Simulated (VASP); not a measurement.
Crystal: Ru.

```
Ru
1.0
     2.70580    0.00000    0.00000
    -1.35290    2.34329    0.00000
     0.00000    0.00000    4.28190
Ru
2
Cartesian
  1.3529 0.7811 3.2114
  0.0000 1.5622 1.0705
```

- Program: VASP 6.6.1
- Task: relaxation of cell and atoms
- Functional: revPBE
- Dispersion: D3(BJ)
- Potentials or basis: VASP PAW PBE potentials, release 64 (Ru_pv)
- Cutoff: 600 eV
- k mesh: 11 × 11 × 6
- Occupations: fermi-dirac, width 0.05 eV
- Spin: no spin polarisation

At the start: pressure -7.0 GPa; volume 13.57 Å³/atom.

Problem. Where does the relaxation end?

Solution. Over 9 steps the energy falls by 6.4 meV/atom and the volume is 13.29 Å³/atom (-2.1 %); space group P6_3/mmc (No. 194, to 0.1 Å) before and after.

The path:
```
step  energy change (eV)  largest force (eV/Å)  pressure (GPa)  volume (Å³)
   1              0.0000                0.0000           -6.98        27.15
   2              0.1168                0.0000           26.33        24.89
   3             -0.0128                0.0000           -0.19        26.59
   4             -0.0128                0.0000           -0.02        26.58
   5             -0.0128                0.0000            0.13        26.56
   6             -0.0128                0.0000           -0.36        26.60
   7             -0.0129                0.0000           -0.10        26.58
   8             -0.0128                0.0000            0.14        26.56
   9             -0.0129                0.0000            0.02        26.57
```

Final structure:
```
Ru
1.0
     2.68553    0.00000    0.00000
    -1.34276    2.32574    0.00000
     0.00000    0.00000    4.25440
Ru
2
Direct
  0.66667 0.33333 0.75000
  0.33333 0.66667 0.25000
```

Caveat: the dispersion term is far too large for a dense solid, which distorts pressure and volume; the PAW data sets were made with another functional, which shifts forces and pressure a little.
